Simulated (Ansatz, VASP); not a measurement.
## Two plane-wave programs on Pb

```
Pb
1.0
    -2.01849    2.01849    2.01849
     2.01849   -2.01849    2.01849
     2.01849    2.01849   -2.01849
Pb
1
Direct
  0.00000 0.00000 0.00000
```

Change from the starting cell: volume scaled by 1.06, PAW files.

Alike in both runs: task electric field gradients; functional PBEsol; k mesh 13 × 13 × 13; occupations fermi-dirac, width 0.08 eV; no spin polarisation.

```csv
,VASP,Ansatz
version,VASP 6.6.1,Ansatz 0.2.0
potentials or method,"VASP PAW PBE potentials, release 64 (Pb_d)","PAW with Ansatz's default frozen-core files, scalar-relativistic"
plane-wave cutoff (eV),520,420
valence electrons in the cell,14,14
```

```tsv
	VASP	Ansatz	Ansatz less VASP
pressure (GPa)	-3.6	-3.6	+0.06
```

VASP's potentials were made for PBE, not for PBEsol. With one functional, cell and mesh, what is left measures potentials, basis and numerics.

Spin-orbit coupling is off throughout.
